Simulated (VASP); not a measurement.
# WSe2 in VASP: further runs

WSe2 is run at these levels: PBE+D3(BJ); tasks: single point.

Program: VASP 6.6.1. These are calculated values, not measurements. Logs are shortened: lines on timing, memory, paths and dates and some standing lists are left out, and cuts for length are marked.

**1. The cell of the first run**

The cell holds a slab with vacuum, 3 atoms: a = 3.285 Å, b = 3.285 Å, c = 32.737 Å, α = 90.00°, β = 90.00°, γ = 120.00°.

**2. Single point, PBE+D3(BJ)**

INCAR reads:

```
SYSTEM = WSe2
  ALGO = Normal
  DIPOL = 0.5 0.5 0.500
  EDIFF = 1E-6
  ENCUT = 520
  GGA = PE
  IDIPOL = 3
  ISIF = 2
  ISMEAR = 0
  IVDW = 12
  LASPH = .TRUE.
  LCHARG = .FALSE.
  LDIPOL = .TRUE.
  LREAL = .FALSE.
  LWAVE = .FALSE.
  NBANDS = 20
  NELM = 100
  PREC = Accurate
  SIGMA = 0.02
```

KPOINTS reads:

```
k-points
0
G
  9 9 1
  0 0 0
```

POSCAR reads:

```
WSe2
1.0
    3.2850000000      0.0000000000      0.0000000000
   -1.6425000000      2.8448934514      0.0000000000
    0.0000000000      0.0000000000     32.7373831004
Se W
2 1
Direct
    0.3333333333      0.6666666667      0.4512178480
    0.3333333333      0.6666666667      0.5487821520
    0.6666666667      0.3333333333      0.5000000000
```

Potentials or basis: VASP PAW PBE potentials, release 64 (Se, W_sv).

Started as:

```
cat potpaw_PBE.64/Se/POTCAR potpaw_PBE.64/W_sv/POTCAR > POTCAR
mpirun -np 1 vasp_std > vasp.out
```

OUTCAR:

```text
SYSTEM = WSe2
   EDIFF = 1E-6
   ENCUT = 520
   GGA = PE
   ISIF = 2
   ISMEAR = 0
   IVDW = 12
   LASPH = .TRUE.
   LREAL = .FALSE.
   NELM = 100
   PREC = Accurate
 IVDW          = 12

 ion  position               nearest neighbor table
   1  0.333  0.667  0.451-   3 2.48   3 2.48   3 2.48
   2  0.333  0.667  0.549-   3 2.48   3 2.48   3 2.48
   3  0.667  0.333  0.500-   1 2.48   2 2.48   1 2.48   2 2.48   1 2.48   2 2.48

  LATTYP: Found a hexagonal cell.
 ALAT       =     3.2850000000
 C/A-ratio  =     9.9657178388

  Lattice vectors:

 A1 = (   3.2850000000,   0.0000000000,   0.0000000000)
 A2 = (  -1.6425000000,   2.8448934514,   0.0000000000)
 A3 = (   0.0000000000,   0.0000000000,  32.7373831004)

Analysis of symmetry for initial positions (statically):
=====================================================================
 Subroutine PRICEL returns:
 Original cell was already a primitive cell.

 Routine SETGRP: Setting up the symmetry group for a
 hexagonal supercell.

 Subroutine GETGRP returns: Found 12 space group operations
 (whereof 12 operations were pure point group operations)
 out of a pool of 24 trial point group operations.

The static configuration has the point symmetry D_3h.

Analysis of symmetry for dynamics (positions and initial velocities):
=====================================================================
 Subroutine PRICEL returns:
 Original cell was already a primitive cell.

 Routine SETGRP: Setting up the symmetry group for a
 hexagonal supercell.

 Subroutine GETGRP returns: Found 12 space group operations
 (whereof 12 operations were pure point group operations)
 out of a pool of 24 trial point group operations.

The dynamic configuration has the point symmetry D_3h.

 Subroutine INISYM returns: Found 12 space group operations
 (whereof 12 operations are pure point group operations),
 and found     1 'primitive' translations

----------------------------------------------------------------------------------------

                                     Primitive cell

  volume of cell :     305.9464

  direct lattice vectors                    reciprocal lattice vectors
     3.285000000  0.000000000  0.000000000     0.304414003  0.175753507  0.000000000
    -1.642500000  2.844893451  0.000000000     0.000000000  0.351507013  0.000000000
     0.000000000  0.000000000 32.737383100     0.000000000  0.000000000  0.030546119

[... 74 lines left out ...]
   EDIFFG = 0.1E-04   stopping-criterion for IOM
   NSW    =      0    number of steps for IOM
   IBRION =     -1    ionic relax: 0-MD 1-quasi-New 2-CG
   NFREE  =      0    steps in history (QN), initial steepest desc. (CG)
   ISIF   =      2    stress and relaxation
   ISYM   =      2    0-nonsym 1-usesym 2-fastsym
   POTIM  = 0.5000    time-step for ionic-motion
   TEBEG  =    0.0;   TEEND  =   0.0 temperature during run
   PSTRESS=    0.0 pullay stress
   NELECT =      26.0000    total number of electrons
   NUPDOWN=      -1.0000    fix difference up-down
   EMIN   =  10.00;   EMAX   =-10.00  energy-range for DOS
   EFERMI =   0.00;   METHOD = LEGACY
   ISMEAR =     0;   SIGMA  =   0.02  broadening in eV -4-tet -1-fermi 0-gaus
   EFERMI_NEDOS =   21; number of points for ismear=-14 and -15
   IALGO  =     38    algorithm
   IMIX   =      4    mixing-type and parameters
     AMIX     =   0.40;   BMIX     =  1.00
     AMIX_MAG =   1.60;   BMIX_MAG =  1.00
  volume/ion in A,a.u.               =     101.98       688.21
  Fermi-wavevector in a.u.,A,eV,Ry     =   0.719754  1.360138  7.048444  0.518046
  Thomas-Fermi vector in A             =   1.809031
   LORBIT       =      0    0 simple, 1 ext, 2 COOP (PROOUT), +10 PAW based schemes
   GGA     = PE    functional components
   LHFCALC =     F    Hartree Fock is set to
   AEXX    =    0.0000 exact exchange contribution
   IVDW    =    12    specifies the selected vdW correction
   LEPSILON=     F    determine dielectric tensor
   LRPA    =     F    only Hartree local field effects (RPA)
 non-spin polarized calculation
 Gauss-broadening in eV      SIGMA  =   0.02
  energy-cutoff  :      520.00
  volume of cell :      305.95
 maximum number of plane-waves:      8298
   NGX = 13   NGY = 13   NGZ =121

 number of electron      25.9999996 magnetization

 dipolmoment           0.000000      0.000000      0.000000 electrons x Angstroem

 Free energy of the ion-electron system (eV)
  ---------------------------------------------------
  ext. energy  EPLUGINS =         0.00000000
  ---------------------------------------------------
  free energy    TOTEN  =       -21.43709004 eV

  energy without entropy =      -21.43709004  energy(sigma->0) =      -21.43709004

 E-fermi :  -2.9067     XC(G=0):  -2.4501

 val. band max:       -3.0320860864   @ k =   0.3333   0.3333   0.0000
 cond. band min:      -1.5571043163   @ k =   0.3333   0.3333   0.0000
 fundamental gap:      1.4749817701
 Fermi energy:        -2.9066967557

 k-point     1 :       0.0000    0.0000    0.0000
  band No.  band energies     occupation
      1     -76.9067      2.00000
      2     -41.1877      2.00000
      3     -41.0813      2.00000
      4     -41.0813      2.00000
      5     -18.0804      2.00000
      6     -16.5162      2.00000
[... 265 lines left out ...]
     19       3.5395      0.00000
     20       5.8519      0.00000

------------------------ aborting loop because EDIFF is reached ----------------------------------------

 vacuum level on the upper side and lower side of the slab       (xc-potential included)        -0.129        -0.129

 Edisp (eV)   -1.03165

 E8    (eV) :    -0.4906

  FORCE on cell =-STRESS in cart. coord.  units (eV):
  Direction    XX          YY          ZZ          XY          YZ          ZX
  --------------------------------------------------------------------------------------
  -------------------------------------------------------------------------------------
  Total       2.30197     2.30197     5.65666     0.00000    -0.00000    -0.00000
  in kB      12.05492    12.05492    29.62277     0.00000    -0.00000    -0.00000
  external pressure =       17.91 kB  Pullay stress =        0.00 kB

 VOLUME and BASIS-vectors are now :
 -----------------------------------------------------------------------------
  energy-cutoff  :      520.00
  volume of cell :      305.95
      direct lattice vectors                 reciprocal lattice vectors
     3.285000000  0.000000000  0.000000000     0.304414003  0.175753507  0.000000000
    -1.642500000  2.844893451  0.000000000     0.000000000  0.351507013  0.000000000
     0.000000000  0.000000000 32.737383100     0.000000000  0.000000000  0.030546119

 POSITION                                       TOTAL-FORCE (eV/Angst)
 -----------------------------------------------------------------------------------
     -0.00000      1.89660     14.77169         0.000000      0.000000     -1.774655
     -0.00000      1.89660     17.96569         0.000000      0.000000      1.774655
      1.64250      0.94830     16.36869        -0.000000      0.000000      0.000000
 -----------------------------------------------------------------------------------
    total drift:                               -0.000000      0.000000      0.000000

  FREE ENERGIE OF THE ION-ELECTRON SYSTEM (eV)
  ---------------------------------------------------
  free  energy   TOTEN  =       -22.4687381592 eV

  energy  without entropy=      -22.4687381592  energy(sigma->0) =      -22.46873816

 vacuum level on the upper side and lower side of the slab         2.153         2.153
```

It took 80 s on 1 thread of AMD EPYC 9R45 (Zen 5), shared host; peak memory 0.38 GiB.

What came out:

* Free energy: -22.4687 eV
* Largest force: 1.775 eV/Å
* Band gap on the k mesh: 1.48 eV, direct
* Dispersion energy per atom: -0.344 eV

Forces in eV/Å, atoms in the order of the input:
```
Se   0.000  0.000 -1.775
Se   0.000  0.000  1.775
W    0.000  0.000  0.000
```

Caveat: spin-orbit coupling is left out, which moves the levels of the heavy elements.

**3. Single point, PBE+D3(BJ)**

INCAR reads:

```
ALGO     = Normal         # electronic algorithm
DIPOL    = 0.5 0.5 0.500
EDIFF    = 1E-6           # SCF threshold, eV
ENCUT    = 520            # plane-wave cutoff, eV
GGA      = PE             # functional
IDIPOL   = 3            
ISIF     = 2              # what is computed and relaxed
ISMEAR   = 0              # smearing method
IVDW     = 12             # dispersion correction
LASPH    = True           # aspherical terms in the spheres
LCHARG   = False          # write CHGCAR
LDIPOL   = True         
LREAL    = False          # projectors in reciprocal space
LWAVE    = False          # write WAVECAR
NBANDS   = 20             # bands
NELM     = 100            # most SCF steps
PREC     = Accurate       # precision mode
SIGMA    = 0.02           # smearing width, eV
```

KPOINTS reads:

```
k-points
0
Gamma
  9 9 1
```

POSCAR reads:

```
WSe2
1.0
    3.2850000000      0.0000000000      0.0000000000
   -1.6425000000      2.8448934514      0.0000000000
    0.0000000000      0.0000000000     32.7373831004
Se W
2 1
Direct
    0.3333333333      0.6666666667      0.4494309000
    0.3333333333      0.6666666667      0.5505691000
    0.6666666667      0.3333333333      0.5000000000
```

Potentials or basis: VASP PAW PBE potentials, release 64 (Se, W_sv).

Started as:

```
cat potpaw_PBE.64/Se/POTCAR potpaw_PBE.64/W_sv/POTCAR > POTCAR
mpirun -np 1 vasp_std > vasp.out
```

Wall time 75 s (1 thread of AMD EPYC 9R45 (Zen 5), shared host); peak memory 0.38 GiB.

It converged, with:

- Free energy: -22.6048 eV
- Largest force: 0.582 eV/Å
- Band gap on the k mesh: 1.61 eV, direct
- Dispersion energy per atom: -0.340 eV

Forces on the atoms (eV/Å):
```
Se   0.000  0.000 -0.582
Se   0.000  0.000  0.582
W    0.000  0.000  0.000
```

Levels at points of the mesh, in eV from the valence-band top:
| k point | band 9 | band 10 | band 11 | band 12 | band 13 | band 14 | band 15 | band 16 | band 17 | band 18 |
| --- | --- | --- | --- | --- | --- | --- | --- | --- | --- | --- |
| (0.00, 0.00, 0.00) | -2.43 | -2.16 | -1.26 | -1.26 | -0.32 | 3.03 | 3.03 | 3.25 | 3.25 | 4.34 |

Caveat: spin-orbit coupling is left out, which moves the levels of the heavy elements.

**4. Single point, PBE+D3(BJ)**

INCAR reads:

```
PREC = Accurate ; ENCUT = 520
EDIFF = 1E-6 ; ISMEAR = 0
SIGMA = 0.02 ; LREAL = False
LASPH = True ; NELM = 80
ALGO = Normal ; ISIF = 2
LWAVE = False ; LCHARG = False
LDIPOL = True ; IDIPOL = 3
DIPOL = 0.5 0.5 0.500 ; GGA = PE
IVDW = 12 ; NBANDS = 20
```

KPOINTS reads:

```
regular mesh
0
Gamma
  9 9 1
```

POSCAR reads:

```
WSe2
1.0
    3.2850000000      0.0000000000      0.0000000000
   -1.6425000000      2.8448934514      0.0000000000
    0.0000000000      0.0000000000     32.7373831004
Se W
2 1
Direct
    0.3333333333      0.6666666667      0.4476439520
    0.3333333333      0.6666666667      0.5523560480
    0.6666666667      0.3333333333      0.5000000000
```

Started as:

```
cat potpaw_PBE.64/Se/POTCAR potpaw_PBE.64/W_sv/POTCAR > POTCAR
mpirun -np 1 vasp_std > vasp.out
```

Wall time 84 s (1 thread of AMD EPYC 9R45 (Zen 5), shared host); peak memory 0.38 GiB.

It converged, with:

| Item | Value |
| --- | --- |
| Free energy | -22.6112 eV |
| Largest force | 0.443 eV/Å |
| Band gap on the k mesh | 1.63 eV, indirect (least direct gap 1.73 eV) |
| Dispersion energy per atom | -0.335 eV |

Forces on the atoms (eV/Å):
```
Se   0.000  0.000  0.443
Se   0.000  0.000 -0.443
W    0.000  0.000  0.000
```

Levels at points of the mesh, in eV from the valence-band top:
| k point | band 10 | band 11 | band 12 | band 13 | band 14 | band 15 | band 16 | band 17 |
| --- | --- | --- | --- | --- | --- | --- | --- | --- |
| (0.00, 0.00, 0.00) | -2.17 | -1.07 | -1.07 | -0.52 | 2.96 | 2.96 | 3.06 | 3.06 |

Caveat: spin-orbit coupling is left out, which moves the levels of the heavy elements.

**5. Single point, PBE+D3(BJ)**

This run uses another cell than the first one, of 94.01 Å³/atom, 0.922 times its volume.

INCAR reads:

```
ALGO = Normal ; DIPOL = 0.5 0.5 0.500
EDIFF = 1E-6 ; ENCUT = 520
GGA = PE ; IDIPOL = 3
ISIF = 2 ; ISMEAR = 0
IVDW = 12 ; LASPH = True
LCHARG = True ; LDIPOL = True
LELF = True ; LREAL = False
LVACPOTAV = True ; LVHAR = True
LWAVE = False ; NBANDS = 20
NELM = 80 ; PREC = Accurate
SIGMA = 0.02
```

KPOINTS reads:

```
k-points
0
Gamma
  9 9 1
```

POSCAR reads:

```
WSe2
1.0
    3.1540000000      0.0000000000      0.0000000000
   -1.5770000000      2.7314441236      0.0000000000
    0.0000000000      0.0000000000     32.7373831004
Se W
2 1
Direct
    0.3333333333      0.6666666667      0.4512178480
    0.3333333333      0.6666666667      0.5487821520
    0.6666666667      0.3333333333      0.5000000000
```

Started as:

```
cat potpaw_PBE.64/Se/POTCAR potpaw_PBE.64/W_sv/POTCAR > POTCAR
mpirun -np 1 vasp_std > vasp.out
```

It took 51 s on 1 thread of Intel Xeon 6975P-C (Granite Rapids), shared host; peak memory 0.4 GiB.

The run converged. Its results:

| Quantity | Value |
| --- | --- |
| Free energy | -22.0583 eV |
| Largest force | 3.060 eV/Å |
| Band gap on the k mesh | 1.93 eV, direct |
| Dispersion energy per atom | -0.374 eV |

Forces on the atoms (eV/Å):
```
Se   0.000  0.000 -3.060
Se   0.000  0.000  3.060
W    0.000  0.000  0.000
```

Levels at points of the mesh, in eV from the valence-band top:
| k point | band 9 | band 10 | band 11 | band 12 | band 13 | band 14 | band 15 | band 16 | band 17 | band 18 |
| --- | --- | --- | --- | --- | --- | --- | --- | --- | --- | --- |
| (0.00, 0.00, 0.00) | -2.68 | -2.31 | -1.27 | -1.27 | -0.42 | 3.56 | 3.56 | 3.95 | 3.95 | 4.61 |

Caveat: spin-orbit coupling is left out, which moves the levels of the heavy elements.
